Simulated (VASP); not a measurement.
# Ge2Sb2O (I4/mmm) in VASP: relaxation of cell and atoms with PBE

Aim: the relaxation of cell and atoms of Ge2Sb2O with PBE.

All numbers are computed with VASP 6.6.1; they aren't measurements. Logs are shortened: lines on timing, memory, paths and dates and some standing lists are left out, and cuts for length are marked.

### Step 1. The cell of the first run

The structure is tetragonal, space group I4/mmm (No. 139). The conventional cell has a = 5.890 Å, b = 5.890 Å, c = 6.506 Å, α = 90.00°, β = 90.00°, γ = 90.00°. Within 2.4 Å of Ge (site symmetry 4mm) lie 1 O at 1.80 Å. Sb (site symmetry -4m2) has 4 Ge at 2.95 Å and 2 Sb at 3.25 Å and 4 O at 3.36 Å within 3.9 Å. O (site symmetry 4/mmm) has 2 Ge at 1.80 Å within 2.4 Å.

The cell was generated, and may not be a known phase.

### Step 2. Relaxation of cell and atoms, PBE

Contents of INCAR:

```
  PREC = Accurate
  ENCUT = 600
  EDIFF = 1E-7
  ISMEAR = 0
  SIGMA = 0.1
  LREAL = F
  LASPH = T
  NELM = 120
  ALGO = Normal
  ISIF = 3
  LWAVE = F
  LCHARG = F
  GGA = PE
  IBRION = 2
  NSW = 100
  EDIFFG = -0.01
  GGA_COMPAT = F
  NELMIN = 4
```

Contents of KPOINTS:

```
regular mesh
0
Gamma
  10 10 10
```

Contents of POSCAR:

```
Ge2Sb2O
1.0
   -2.9448023902      2.9448023902      3.2531508566
    2.9448023902     -2.9448023902      3.2531508566
    2.9448023902      2.9448023902     -3.2531508566
Ge Sb O
2 2 1
Direct
    0.7228506533      0.7228506533      0.0000000000
    0.2771493467      0.2771493467      0.0000000000
    0.7500000000      0.2500000000      0.5000000000
    0.2500000000      0.7500000000      0.5000000000
    0.0000000000      0.0000000000      0.0000000000
```

Potentials or basis: VASP PAW PBE potentials, release 64 (Ge_d, Sb, O).

The run is started by

```bash
$ cat potpaw_PBE.64/Ge_d/POTCAR potpaw_PBE.64/Sb/POTCAR potpaw_PBE.64/O/POTCAR > POTCAR
$ mpirun -np 1 vasp_std > vasp.out
```

OUTCAR:

```text
PREC = Accurate
   ENCUT = 600
   EDIFF = 1E-7
   ISMEAR = 0
   LREAL = F
   LASPH = T
   NELM = 120
   ISIF = 3
   GGA = PE
   IBRION = 2
   NSW = 100
   EDIFFG = -0.01
   NELMIN = 4

 ion  position               nearest neighbor table
   1  0.723  0.723  0.000-   5 1.80   2 2.90   4 2.95   3 2.95   3 2.95   4 2.95
   2  0.277  0.277  0.000-   5 1.80   1 2.90   4 2.95   3 2.95   4 2.95   3 2.95
   3  0.750  0.250  0.500-   2 2.95   1 2.95   2 2.95   1 2.95   4 3.25   4 3.25
   4  0.250  0.750  0.500-   2 2.95   1 2.95   2 2.95   1 2.95   3 3.25   3 3.25
   5  0.000  0.000  0.000-   1 1.80   2 1.80

  LATTYP: Found a body centered tetragonal cell.
 ALAT       =     5.8896047804
 C/A-ratio  =     1.1047093915

  Lattice vectors:

 A1 = (  -2.9448023902,   2.9448023902,   3.2531508566)
 A2 = (   2.9448023902,  -2.9448023902,   3.2531508566)
 A3 = (   2.9448023902,   2.9448023902,  -3.2531508566)

Analysis of symmetry for initial positions (statically):
=====================================================================
 Subroutine PRICEL returns:
 Original cell was already a primitive cell.

 Routine SETGRP: Setting up the symmetry group for a
 body centered tetragonal supercell.

 Subroutine GETGRP returns: Found 16 space group operations
 (whereof 16 operations were pure point group operations)
 out of a pool of 16 trial point group operations.

The static configuration has the point symmetry D_4h.

Analysis of symmetry for dynamics (positions and initial velocities):
=====================================================================
 Subroutine PRICEL returns:
 Original cell was already a primitive cell.

 Routine SETGRP: Setting up the symmetry group for a
 body centered tetragonal supercell.

 Subroutine GETGRP returns: Found 16 space group operations
 (whereof 16 operations were pure point group operations)
 out of a pool of 16 trial point group operations.

The dynamic configuration has the point symmetry D_4h.

 Subroutine INISYM returns: Found 16 space group operations
 (whereof 16 operations are pure point group operations),
 and found     1 'primitive' translations

----------------------------------------------------------------------------------------

                                     Primitive cell

  volume of cell :     112.8435

  direct lattice vectors                    reciprocal lattice vectors
    -2.944802390  2.944802390  3.253150857     0.000000000  0.169790680  0.153697145
     2.944802390 -2.944802390  3.253150857     0.169790680  0.000000000  0.153697145
[... 101 lines left out ...]
   PSTRESS=    0.0 pullay stress
   NELECT =      44.0000    total number of electrons
   NUPDOWN=      -1.0000    fix difference up-down
   EMIN   =  10.00;   EMAX   =-10.00  energy-range for DOS
   EFERMI =   0.00;   METHOD = LEGACY
   ISMEAR =     0;   SIGMA  =   0.10  broadening in eV -4-tet -1-fermi 0-gaus
   EFERMI_NEDOS =   21; number of points for ismear=-14 and -15
   IALGO  =     38    algorithm
   IMIX   =      4    mixing-type and parameters
     AMIX     =   0.40;   BMIX     =  1.00
     AMIX_MAG =   1.60;   BMIX_MAG =  1.00
  volume/ion in A,a.u.               =      22.57       152.30
  Fermi-wavevector in a.u.,A,eV,Ry     =   1.196007  2.260125 19.462204  1.430432
  Thomas-Fermi vector in A             =   2.331958
   LORBIT       =      0    0 simple, 1 ext, 2 COOP (PROOUT), +10 PAW based schemes
   GGA     = PE    functional components
   LHFCALC =     F    Hartree Fock is set to
   AEXX    =    0.0000 exact exchange contribution
   IVDW    =     0    specifies the selected vdW correction
   LEPSILON=     F    determine dielectric tensor
   LRPA    =     F    only Hartree local field effects (RPA)
 conjugate gradient relaxation of ions
 non-spin polarized calculation
 Gauss-broadening in eV      SIGMA  =   0.10
  energy-cutoff  :      600.00
  volume of cell :      112.84
 maximum number of plane-waves:      3796
   NGX = 21   NGY = 21   NGZ = 21

--------------------------------------- Ionic step        1  -------------------------------------------

 number of electron      43.9999995 magnetization

 Free energy of the ion-electron system (eV)
  ---------------------------------------------------
  ext. energy  EPLUGINS =         0.00000000
  ---------------------------------------------------
  free energy    TOTEN  =       -23.09777450 eV

  energy without entropy =      -23.08581779  energy(sigma->0) =      -23.09179614

------------------------ aborting loop because EDIFF is reached ----------------------------------------

  FORCE on cell =-STRESS in cart. coord.  units (eV):
  Direction    XX          YY          ZZ          XY          YZ          ZX
  --------------------------------------------------------------------------------------
  -------------------------------------------------------------------------------------
  Total        0.0468194      0.0468194     -0.1123273      0.0000000      0.0000000      0.0000000
  in kB        0.6647524      0.6647524     -1.5948485      0.0000000      0.0000000      0.0000000
  external PRESSURE =      -0.0884479 kB  Pullay stress =       0.0000000 kB
[... 65 lines left out ...]
--------------------------------------- Ionic step        3  -------------------------------------------

 number of electron      43.9999996 magnetization

 Free energy of the ion-electron system (eV)
  ---------------------------------------------------
  ext. energy  EPLUGINS =         0.00000000
  ---------------------------------------------------
  free energy    TOTEN  =       -23.09784410 eV

  energy without entropy =      -23.08589212  energy(sigma->0) =      -23.09186811

 E-fermi :   5.6068     XC(G=0):  -9.9223

 val. band max:        5.5997715770   @ k =   0.5000   0.3000   0.0000
 cond. band min:       5.6088087372   @ k =  -0.2000   0.2000   0.2000
 fundamental gap:      0.0090371603
 Fermi energy:         5.6067745881

 k-point     1 :       0.0000    0.0000    0.0000
  band No.  band energies     occupation
      1     -19.1295      2.00000
      2     -18.9408      2.00000
      3     -18.9321      2.00000
      4     -18.9299      2.00000
      5     -18.9230      2.00000
      6     -18.9159      2.00000
[... 685 lines left out ...]
     25       7.6352      0.00000
     26       8.4308      0.00000

 [... further k-points ...]

------------------------ aborting loop because EDIFF is reached ----------------------------------------

  FORCE on cell =-STRESS in cart. coord.  units (eV):
  Direction    XX          YY          ZZ          XY          YZ          ZX
  --------------------------------------------------------------------------------------
  -------------------------------------------------------------------------------------
  Total        0.0440583      0.0440583      0.0259996      0.0000000      0.0000000     -0.0000000
  in kB        0.6256189      0.6256189      0.3691882      0.0000000      0.0000000     -0.0000000
  external PRESSURE =       0.5401420 kB  Pullay stress =       0.0000000 kB
[... 20 lines left out ...]
  FREE ENERGIE OF THE ION-ELECTRON SYSTEM (eV)
  ---------------------------------------------------
  free  energy   TOTEN  =       -23.0978441000 eV

  energy  without entropy=      -23.0858921199  energy(sigma->0) =      -23.09186811

 reached required accuracy - stopping structural energy minimisation
```

OSZICAR:

```text
N       E                     dE             d eps       ncg     rms          rms(c)
DAV:   1     0.399411931683E+03    0.39941E+03   -0.22301E+04  6152   0.346E+03
[... 29 lines left out ...]
DAV:   1    -0.230979378897E+02   -0.12402E-03   -0.45617E-03  7990   0.631E-01    0.566E-02
DAV:   2    -0.230978755713E+02    0.62318E-04   -0.21395E-04  6730   0.121E-01    0.341E-02
DAV:   3    -0.230978454517E+02    0.30120E-04   -0.77539E-05  7034   0.599E-02    0.103E-02
DAV:   4    -0.230978449228E+02    0.52891E-06   -0.26618E-05  7640   0.441E-02    0.638E-03
DAV:   5    -0.230978441345E+02    0.78831E-06   -0.69991E-06  8022   0.206E-02    0.198E-03
DAV:   6    -0.230978441388E+02   -0.42692E-08   -0.10378E-06  5828   0.570E-03    0.137E-03
DAV:   7    -0.230978441000E+02    0.38740E-07   -0.17786E-07  3644   0.352E-03
   3 F= -.23097844E+02 E0= -.23091868E+02  d E =-.696031E-04
```

Wall time 14 min (1 thread of Oxide Virtual Turin-like, shared host); peak memory 0.49 GiB.

Results:

```
Free energy                           : -23.0978 eV
Relaxed volume                        : 22.57 Å³/atom
Relaxed cell                          : a = 5.284 Å, b = 5.284 Å, c = 5.284 Å, α = 112.24°, β = 112.24°, γ = 104.06°
Space group after relaxing (to 0.1 Å) : I4/mmm (No. 139)
Energy gained by relaxing             : 0.0 meV/atom
Ionic steps                           : 3
Pressure after relaxing               : 0.1 GPa
Largest force after relaxing          : 0.005 eV/Å
Band gap on the k mesh                : zero (bands 22 and 23 overlap by 2.41 eV)
```

Forces in eV/Å, atoms in the order of the input:
```
Ge   0.000  0.000 -0.005
Ge   0.000  0.000  0.005
Sb   0.000  0.000  0.000
Sb   0.000  0.000  0.000
O    0.000  0.000  0.000
```

Final structure:
```yaml
crystal:
  lattice:
    - [-2.94561, 2.94561, 3.25101]
    - [2.94561, -2.94561, 3.25101]
    - [2.94561, 2.94561, -3.25101]
  atoms:
    - { symbol: Ge, position: [0.72297, 0.72297, 0.00000] }
    - { symbol: Ge, position: [0.27703, 0.27703, 0.00000] }
    - { symbol: Sb, position: [0.75000, 0.25000, 0.50000] }
    - { symbol: Sb, position: [0.25000, 0.75000, 0.50000] }
    - { symbol: O, position: [0.00000, 0.00000, 0.00000] }
```

Levels at points of the mesh, in eV from the Fermi level:
| k point | band 20 | band 21 | band 22 | band 23 | band 24 | band 25 |
| --- | --- | --- | --- | --- | --- | --- |
| (0.00, 0.00, 0.00) | -2.64 | -2.04 | -1.15 | -1.15 | 2.46 | 3.26 |
| (0.50, 0.00, 0.00) | -0.82 | -0.50 | -0.33 | 0.21 | 0.87 | 2.48 |
| (0.50, 0.50, 0.00) | -0.64 | -0.28 | 1.25 | 1.60 | 1.69 | 1.89 |
| (0.50, 0.50, 0.50) | -1.68 | -0.97 | -0.97 | -0.86 | 3.14 | 4.75 |

Caveat: spin-orbit coupling is left out, which moves the levels of the heavy elements.
